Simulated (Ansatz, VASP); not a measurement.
**One calculation of Sr, two programs**

```xyz
1
Lattice="0.0000 3.0423 3.0423 3.0423 0.0000 3.0423 3.0423 3.0423 0.0000" Properties=species:S:1:pos:R:3 pbc="T T T"
Sr    0.0000    0.0000    0.0000
```

Alike in both runs: task single point; functional PBE; k mesh 10 × 10 × 10; occupations tetrahedron; no spin polarisation.

|  | VASP | Ansatz |
| --- | --- | --- |
| version | VASP 6.6.1 | Ansatz 0.2.0 |
| potentials or method | VASP PAW PBE potentials, release 64 (Sr_sv), cutoff 520 eV | all-electron LAPW, scalar-relativistic |

|  | VASP | Ansatz | Ansatz less VASP |
| --- | --- | --- | --- |
| gap on the k mesh at the Fermi level (eV) | none | none | - |
| pressure (GPa) | -0.4 | -0.4 | -0.01 |

A gap of «none» marks a metal or a gap that the smearing closes. Ansatz ran all-electron here, and VASP with PAW potentials. Ansatz's warnings: band table not solved further, tetrahedron derivatives may miss energy slope.
